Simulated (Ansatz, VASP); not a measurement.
# Two plane-wave programs on Be2CdS2

```
Be Cd S
1.0
     3.59621    0.00000    0.00000
    -1.79811    3.11441    0.00000
     0.00000    0.00000    6.19460
Be Cd S
2 1 2
Direct
  0.33333 0.66667 0.37730
  0.66667 0.33333 0.62270
  0.00000 0.00000 0.00000
  0.33333 0.66667 0.73460
  0.66667 0.33333 0.26540
```

Change from the starting cell: species swapped into the MgAl2C2 type (P-3m1, No. 164).

Alike in both runs: task relaxation of cell and atoms; functional PBE; k mesh 6 × 6 × 4; occupations gaussian, width 0.1 eV; no spin polarisation.

|  | VASP | Ansatz |
| --- | --- | --- |
| version | VASP 6.6.1 | Ansatz 0.2.0 |
| potentials or method | VASP PAW PBE potentials, release 64 (Be, Cd_sv_GW, S), cutoff 600 eV | scalar-relativistic, plane waves, PAW |
| valence electrons in the cell | 36 | 36 |

|  | VASP | Ansatz | Ansatz less VASP |
| --- | --- | --- | --- |
| gap on the k mesh at the Fermi level, each at its own relaxed structure (eV) | none | none | - |
| relaxed volume (Å³/atom) | 17.93 | 21.00 | +3.071 |
| relaxed cell length with the largest relative difference (Å) | 8.746 | 10.274 | +1.5279 |

A gap of «none» marks a metal or a gap that the smearing closes. One of these differences is far larger than is usual between the two programs; its cause wasn't traced.

Noted on VASP's run: the volume moved by over 15 % at a fixed basis, so the end points are rough.
